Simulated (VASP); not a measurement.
Input of a VASP 6.6.1 run:

POSCAR

```
MoP
1.0
    3.1543332653      0.0000000000      0.0000000000
   -1.5771666326      2.7317327398      0.0000000000
    0.0000000000      0.0000000000      3.1270241358
Mo P
1 1
Direct
    0.0000000000      0.0000000000      0.0000000000
    0.3333333333      0.6666666667      0.5000000000
```

The input INCAR.step1:

```
SYSTEM = MoP
PREC     = Accurate       ! precision mode
ENCUT    = 550            ! plane-wave cutoff, eV
ISMEAR   = 0              ! smearing method
SIGMA    = 0.1            ! smearing width, eV
LREAL    = .False.        ! projectors in reciprocal space
LASPH    = .True.         ! aspherical terms in the spheres
NELM     = 120            ! most SCF steps
GGA      = PE             ! functional
ALGO     = Normal         ! electronic algorithm
EDIFF    = 1E-5           ! SCF threshold, eV
LWAVE    = .True.         ! write WAVECAR
LCHARG   = .False.        ! write CHGCAR
GGA_COMPAT= .False.      
IBRION   = 2              ! ionic algorithm
ISIF     = 3              ! what is computed and relaxed
EDIFFG   = -0.005         ! ionic threshold
NELMIN   = 4            
NSW      = 100            ! ionic steps
```

Contents of INCAR.step2:

```
SYSTEM = MoP
PREC     = Accurate       ! precision mode
ENCUT    = 550            ! plane-wave cutoff, eV
EDIFF    = 1E-7           ! SCF threshold, eV
ISMEAR   = 0              ! smearing method
SIGMA    = 0.1            ! smearing width, eV
LREAL    = .False.        ! projectors in reciprocal space
LASPH    = .True.         ! aspherical terms in the spheres
NELM     = 120            ! most SCF steps
ALGO     = Normal         ! electronic algorithm
ISIF     = 4              ! what is computed and relaxed
LWAVE    = .False.        ! write WAVECAR
LCHARG   = .False.        ! write CHGCAR
METAGGA  = R2SCAN         ! meta-GGA
LMIXTAU  = .True.       
LUSE_VDW = .True.       
IVDW_NL  = 2            
BPARAM   = 11.95        
CPARAM   = 0.0093       
IBRION   = 2              ! ionic algorithm
NSW      = 50             ! ionic steps
EDIFFG   = -0.01          ! ionic threshold
ISTART   = 1            
GGA_COMPAT= .False.      
NELMIN   = 4
```

The input KPOINTS:

```
Automatic mesh
0
Gamma
  15 15 14
  0 0 0
```

Potentials or basis: VASP PAW PBE potentials, release 64 (Mo_sv, P).

The run is started by

```sh
$ cat potpaw_PBE.64/Mo_sv/POTCAR potpaw_PBE.64/P/POTCAR > POTCAR
$ cp INCAR.step1 INCAR
$ mpirun -np 1 vasp_std > vasp.out
$ cp INCAR.step2 INCAR
$ mpirun -np 1 vasp_std > vasp.out
```

Q: Estimate the band gap on the k mesh.

A: Zero (an odd number of electrons rules out a gap without spin polarisation).

The path:
| step | energy change (eV) | largest force (eV/Å) | pressure (GPa) | volume (Å³) |
| --- | --- | --- | --- | --- |
| 1 | 0.0000 | 0.0000 | 17.12 | 26.94 |
| 2 | -0.0007 | 0.0000 | 16.71 | 26.94 |
| 3 | -0.0008 | 0.0000 | 16.82 | 26.94 |

Caveat: the PAW data sets were made with another functional, which shifts forces and pressure a little.
